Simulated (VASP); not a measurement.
# Zn (Cmcm) in VASP: single point with PBE

Aim: the single point of Zn with PBE.

All numbers are computed with VASP 6.6.1; they aren't measurements. Logs are shortened: lines on timing, memory, paths and dates and some standing lists are left out, and cuts for length are marked.

### Step 1. The cell of the first run

Symmetry: Cmcm, No. 63, orthorhombic system. The conventional cell has a = 2.665 Å, b = 4.616 Å, c = 4.947 Å, α = 90.00°, β = 90.00°, γ = 90.00°. Zn (site symmetry m2m) has 12 Zn at 2.66 to 2.97 Å within 3.5 Å.

### Step 2. Single point, PBE (atom 1 (Zn) moved by (+0.000, -0.100) A along x and y)

Input file INCAR:

```
SYSTEM = Zn
ALGO     = Fast           ! electronic algorithm
EDIFF    = 1E-6           ! SCF threshold, eV
ENCUT    = 520            ! plane-wave cutoff, eV
GGA      = PE             ! functional
ISIF     = 2              ! what is computed and relaxed
ISMEAR   = 0              ! smearing method
LASPH    = .TRUE.         ! aspherical terms in the spheres
LCHARG   = .FALSE.        ! write CHGCAR
LREAL    = .FALSE.        ! projectors in reciprocal space
LWAVE    = .FALSE.        ! write WAVECAR
NBANDS   = 19             ! bands
NELM     = 60             ! most SCF steps
PREC     = Accurate       ! precision mode
SIGMA    = 0.15           ! smearing width, eV
```

Input file KPOINTS:

```
k-points
0
G
  24 24 10
  0 0 0
```

Input file POSCAR:

```
Zn
1.0
    2.6647980532      0.0000000000      0.0000000000
   -1.3323990266      2.3077828100      0.0000000000
    0.0000000000      0.0000000000      4.9467000000
Zn
2
Direct
    0.3116675163      0.6233350327      0.2500000000
    0.6666666667      0.3333333333      0.7500000000
```

Potentials or basis: VASP PAW PBE potentials, release 64 (Zn).

On the command line:

```sh
cat potpaw_PBE.64/Zn/POTCAR > POTCAR
mpirun -np 1 vasp_std > vasp.out
```

OUTCAR:

```text
SYSTEM = Zn
   EDIFF = 1E-6
   ENCUT = 520
   GGA = PE
   ISIF = 2
   ISMEAR = 0
   LASPH = .TRUE.
   LREAL = .FALSE.
   NELM = 60
   PREC = Accurate

 ion  position               nearest neighbor table
   1  0.312  0.623  0.250-   2 2.89   2 2.89   2 2.89   2 2.89   2 2.97   2 2.97
   2  0.667  0.333  0.750-   1 2.89   1 2.89   1 2.89   1 2.89   1 2.97   1 2.97

  LATTYP: Found a hexagonal cell.
 ALAT       =     2.6647980532
 C/A-ratio  =     1.8563132745

  Lattice vectors:

 A1 = (   2.6647980532,   0.0000000000,   0.0000000000)
 A2 = (  -1.3323990266,   2.3077828100,   0.0000000000)
 A3 = (   0.0000000000,   0.0000000000,   4.9467000000)

Analysis of symmetry for initial positions (statically):
=====================================================================
 Subroutine PRICEL returns:
 Original cell was already a primitive cell.

 Routine SETGRP: Setting up the symmetry group for a
 hexagonal supercell.

 Subroutine GETGRP returns: Found  8 space group operations
 (whereof  2 operations were pure point group operations)
 out of a pool of 24 trial point group operations.

The static configuration has the point symmetry C_1h.
 The point group associated with its full space group is D_2h.

Analysis of symmetry for dynamics (positions and initial velocities):
=====================================================================
 Subroutine PRICEL returns:
 Original cell was already a primitive cell.

 Routine SETGRP: Setting up the symmetry group for a
 hexagonal supercell.

 Subroutine GETGRP returns: Found  8 space group operations
 (whereof  2 operations were pure point group operations)
 out of a pool of 24 trial point group operations.

The dynamic configuration has the point symmetry C_1h.
 The point group associated with its full space group is D_2h.

 Subroutine INISYM returns: Found  8 space group operations
 (whereof  2 operations are pure point group operations),
 and found     1 'primitive' translations

----------------------------------------------------------------------------------------

                                     Primitive cell

  volume of cell :      30.4211

  direct lattice vectors                    reciprocal lattice vectors
     2.664798053  0.000000000  0.000000000     0.375262958  0.216658170  0.000000000
    -1.332399027  2.307782810  0.000000000     0.000000000  0.433316340  0.000000000
[... 76 lines left out ...]
   PREC   = accura    normal or accurate (medium, high low for compatibility)
   ISTART =      0    job   : 0-new  1-cont  2-samecut
   ICHARG =      2    charge: 1-file 2-atom 10-const
   ISPIN  =      1    spin polarized calculation?
   LNONCOLLINEAR =      F non collinear calculations
   LSORBIT =      F    spin-orbit coupling
   LASPH  =      T    aspherical Exc in radial PAW
   ENCUT  =  520.0 eV  38.22 Ry    6.18 a.u.   4.95  4.95  9.20*2*pi/ulx,y,z
   NELM   =     60;   NELMIN=  2; NELMDL= -5     # of ELM steps
   EDIFF  = 0.1E-05   stopping-criterion for ELM
   LREAL  =      F    real-space projection
   EDIFFG = 0.1E-04   stopping-criterion for IOM
   NSW    =      0    number of steps for IOM
   IBRION =     -1    ionic relax: 0-MD 1-quasi-New 2-CG
   NFREE  =      0    steps in history (QN), initial steepest desc. (CG)
   ISIF   =      2    stress and relaxation
   ISYM   =      2    0-nonsym 1-usesym 2-fastsym
   POTIM  = 0.5000    time-step for ionic-motion
   TEBEG  =    0.0;   TEEND  =   0.0 temperature during run
   PSTRESS=    0.0 pullay stress
   NELECT =      24.0000    total number of electrons
   NUPDOWN=      -1.0000    fix difference up-down
   EMIN   =  10.00;   EMAX   =-10.00  energy-range for DOS
   EFERMI =   0.00;   METHOD = LEGACY
   ISMEAR =     0;   SIGMA  =   0.15  broadening in eV -4-tet -1-fermi 0-gaus
   EFERMI_NEDOS =   21; number of points for ismear=-14 and -15
   IALGO  =     68    algorithm
   IMIX   =      4    mixing-type and parameters
     AMIX     =   0.40;   BMIX     =  1.00
     AMIX_MAG =   1.60;   BMIX_MAG =  1.00
  volume/ion in A,a.u.               =      15.21       102.65
  Fermi-wavevector in a.u.,A,eV,Ry     =   1.512703  2.858594 31.133805  2.288270
  Thomas-Fermi vector in A             =   2.622592
   LORBIT       =      0    0 simple, 1 ext, 2 COOP (PROOUT), +10 PAW based schemes
   GGA     = PE    functional components
   LHFCALC =     F    Hartree Fock is set to
   AEXX    =    0.0000 exact exchange contribution
   IVDW    =     0    specifies the selected vdW correction
   LEPSILON=     F    determine dielectric tensor
   LRPA    =     F    only Hartree local field effects (RPA)
 non-spin polarized calculation
 RMM-DIIS sequential band-by-band and
 Gauss-broadening in eV      SIGMA  =   0.15
  energy-cutoff  :      520.00
  volume of cell :       30.42
 maximum number of plane-waves:       855
   NGX =  9   NGY =  9   NGZ = 19

 number of electron      24.0000012 magnetization

 Free energy of the ion-electron system (eV)
  ---------------------------------------------------
  ext. energy  EPLUGINS =         0.00000000
  ---------------------------------------------------
  free energy    TOTEN  =        -2.21435744 eV

  energy without entropy =       -2.21045219  energy(sigma->0) =       -2.21240482

 E-fermi :   3.1271     XC(G=0): -11.5513

 val. band max:        3.1258503206   @ k =  -0.3333   0.2917   0.0000
 cond. band min:       3.1299835671   @ k =   0.0000   0.5000   0.5000
 fundamental gap:      0.0041332465
 Fermi energy:         3.1271035964

 k-point     1 :       0.0000    0.0000    0.0000
  band No.  band energies     occupation
      1      -7.2889      2.00000
      2      -5.4954      2.00000
      3      -4.8084      2.00000
      4      -4.5784      2.00000
      5      -4.5657      2.00000
      6      -4.5274      2.00000
[... 505 lines left out ...]
      6      -4.4045      2.00000
[... 11 lines left out ...]
     18      17.1913      0.00000
     19      18.7434      0.00000

 [... further k-points ...]
[... 5 lines left out ...]
  --------------------------------------------------------------------------------------
  -------------------------------------------------------------------------------------
  Total       -0.1345606     -0.0608719      0.2834565      0.0000000     -0.0000000      0.0000000
  in kB       -7.0868549     -3.2059201     14.9287065      0.0000000     -0.0000000      0.0000000
  external PRESSURE =       1.5453105 kB  Pullay stress =       0.0000000 kB

 VOLUME and BASIS-vectors are now :
 -----------------------------------------------------------------------------
  energy-cutoff  :      520.00
  volume of cell :       30.42
      direct lattice vectors                 reciprocal lattice vectors
     2.664798053  0.000000000  0.000000000     0.375262958  0.216658170  0.000000000
    -1.332399027  2.307782810  0.000000000     0.000000000  0.433316340  0.000000000
     0.000000000  0.000000000  4.946700000     0.000000000  0.000000000  0.202154972

 POSITION                                       TOTAL-FORCE (eV/Angst)
 -----------------------------------------------------------------------------------
     -0.00000      1.43852      1.23667         0.000000      0.047185      0.000000
      1.33240      0.76926      3.71002        -0.000000     -0.047185     -0.000000
 -----------------------------------------------------------------------------------
    total drift:                                0.000003      0.000015      0.000000

  FREE ENERGIE OF THE ION-ELECTRON SYSTEM (eV)
  ---------------------------------------------------
  free  energy   TOTEN  =        -2.2143574447 eV

  energy  without entropy=       -2.2104521906  energy(sigma->0) =       -2.21240482
```

OSZICAR:

```text
N       E                     dE             d eps       ncg     rms          rms(c)
DAV:   1     0.113863408488E+03    0.11386E+03   -0.12372E+04 36988   0.200E+03
DAV:   2     0.277930626556E+01   -0.11108E+03   -0.10732E+03 36039   0.297E+02
DAV:   3    -0.239203037856E+01   -0.51713E+01   -0.51513E+01 39853   0.702E+01
DAV:   4    -0.242331492763E+01   -0.31285E-01   -0.31277E-01 38852   0.565E+00
DAV:   5    -0.242335538422E+01   -0.40457E-04   -0.40456E-04 38876   0.184E-01    0.397E+00
RMM:   6    -0.222745091750E+01    0.19590E+00   -0.73329E-01 41183   0.102E+01    0.305E+00
RMM:   7    -0.221937729308E+01    0.80736E-02   -0.21126E-02 42538   0.205E+00    0.153E+00
RMM:   8    -0.221439495881E+01    0.49823E-02   -0.55297E-03 40159   0.666E-01    0.111E-01
RMM:   9    -0.221439728963E+01   -0.23308E-05   -0.15958E-03 43728   0.567E-01    0.973E-02
RMM:  10    -0.221435548666E+01    0.41803E-04   -0.22600E-04 43010   0.163E-01    0.573E-03
RMM:  11    -0.221435749666E+01   -0.20100E-05   -0.16812E-05 42380   0.464E-02    0.370E-03
RMM:  12    -0.221435744473E+01    0.51927E-07   -0.15529E-06 26222   0.149E-02
   1 F= -.22143574E+01 E0= -.22124048E+01  d E =-.390525E-02
```

Wall time 3.2 min (1 thread of Intel Xeon 6975P-C (Granite Rapids), shared host); peak memory 0.51 GiB.

What came out:

| Property | Result |
| --- | --- |
| Free energy | -2.2144 eV |
| Pressure | 0.2 GPa |
| Largest force | 0.047 eV/Å |
| Band gap on the k mesh | zero (band 12 reaches 4.57 eV, above the bottom of band 13 at 0.07 eV) |

Forces in eV/Å, atoms in the order of the input:
```
Zn   0.000  0.047  0.000
Zn   0.000 -0.047  0.000
```

Stress tensor (GPa, compression positive):
```
-0.71  0.00  0.00
 0.00 -0.32  0.00
 0.00  0.00  1.49
```

Caveat: the cell differs from its parent crystal (atom 1 (Zn) moved by (+0.000, -0.100) A along x and y).
